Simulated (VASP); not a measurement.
Crystal: Li2Cr.

```
Li Cr
1.0
    -1.52329    1.52329    3.73683
     1.52329   -1.52329    3.73683
     1.52329    1.52329   -3.73683
Li Cr
2 1
Cartesian
  0.0000 0.0000 4.9700
  0.0000 0.0000 2.5037
  0.0000 0.0000 0.0000
```

* Program: VASP 6.6.1
* Task: relaxation of cell and atoms
* Functional: PBE
* Potentials or basis: VASP PAW PBE potentials, release 64 (Li_sv, Cr_sv)
* Cutoff: 880 eV
* k mesh: 8 × 8 × 8
* Occupations: gaussian, width 0.1 eV
* Spin: collinear spin, ferromagnetic start
* Starting moments: [0.0, 0.0, 3.54] μB

At the start: pressure 21.9 GPa; volume 11.56 Å³/atom.

Where does the relaxation end?

Over 13 steps the energy falls by 325.1 meV/atom and the volume is 17.19 Å³/atom (+48.7 %); space group I4/mmm (No. 139, to 0.1 Å) before and after; moment 4.40 μB per cell.

The path:
```csv
step,energy change (eV),largest force (eV/Å),pressure (GPa),volume (Å³)
1,0.0000,0.5193,21.94,34.68
2,-0.7335,0.1149,6.44,43.24
3,-0.8790,0.0230,1.51,48.97
4,-0.8938,0.0548,0.05,51.44
5,-0.8941,0.0597,-0.18,51.93
6,-0.9074,0.0486,-0.20,51.87
7,-0.9386,0.0225,-0.10,51.63
8,-0.9682,0.0050,0.31,50.81
9,-0.8756,0.0788,2.95,47.95
10,-0.9721,0.0183,0.62,50.45
11,-0.9717,0.0227,0.90,50.17
12,-0.9721,0.0372,-0.66,52.93
13,-0.9754,0.0096,0.06,51.56
```

Final structure:
```
Li Cr
1.0
    -1.56709    1.56709    5.24909
     1.56709   -1.56709    5.24909
     1.56709    1.56709   -5.24909
Li Cr
2 1
Direct
  0.66619 0.66619 0.00000
  0.33381 0.33381 0.00000
  0.00000 0.00000 0.00000
```

Caveat: the volume moved by over 15 % at a fixed basis, so the end points are rough.
